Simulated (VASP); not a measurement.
Ga3As3N2: single point with PBE+D3(BJ)

The system is Ga3As3N2, a slab with vacuum.

```
Ga As N
1.0
     4.01370    0.00000    0.00000
     0.00000    5.67623    0.00000
     0.00000    0.00000   22.88527
Ga As N
3 3 2
Direct
  0.50000 0.50000 0.17478
  0.00000 0.06538 0.27327
  0.50000 0.48946 0.32920
  0.00000 0.25000 0.17478
  0.50000 0.81022 0.25542
  0.00000 0.28876 0.36640
  0.50000 0.03876 0.51497
  0.50000 0.03876 0.56304
```

```yaml
Program: VASP 6.6.1
Task: single point
Functional: PBE
Dispersion: D3(BJ)
Potentials_or_basis: VASP PAW PBE potentials, release 64 (Ga_d, As, N)
Cutoff: 520 eV
k_mesh: 7 × 5 × 1
Occupations: gaussian, width 0.05 eV
Spin: no spin polarisation
Dipole_correction: yes
Further_INCAR_settings: ALGO = Normal; EDIFF = 1e-07; NBANDS = 42
```

```yaml
Largest_force: 2.153 eV/Å
Band_gap_on_the_k_mesh: 0.40 eV, indirect (least direct gap 0.76 eV)
Dispersion_energy_per_atom: -0.157 eV
```

Forces in eV/Å, atoms in the order of the input:
```
Ga   0.000 -0.311  1.030
Ga   0.000 -0.008  0.015
Ga   0.000  0.001  0.008
As   0.000  0.318 -1.061
As   0.000  0.012 -0.013
As   0.000 -0.010  0.054
N    0.000 -0.013 -2.153
N    0.000  0.010  2.119
```

Levels at points of the mesh, in eV from the valence-band top:
| k point | band 30 | band 31 | band 32 | band 33 | band 34 | band 35 |
| --- | --- | --- | --- | --- | --- | --- |
| (0.00, 0.00, 0.00) | -0.89 | -0.85 | 0.00 | 0.76 | 1.63 | 2.30 |

Run time: 9.7 min on 1 thread of Intel Xeon 6975P-C (shared host), peak memory 0.63 GiB.

Caveat: the standard files for N, O and F lose accuracy on very short bonds.
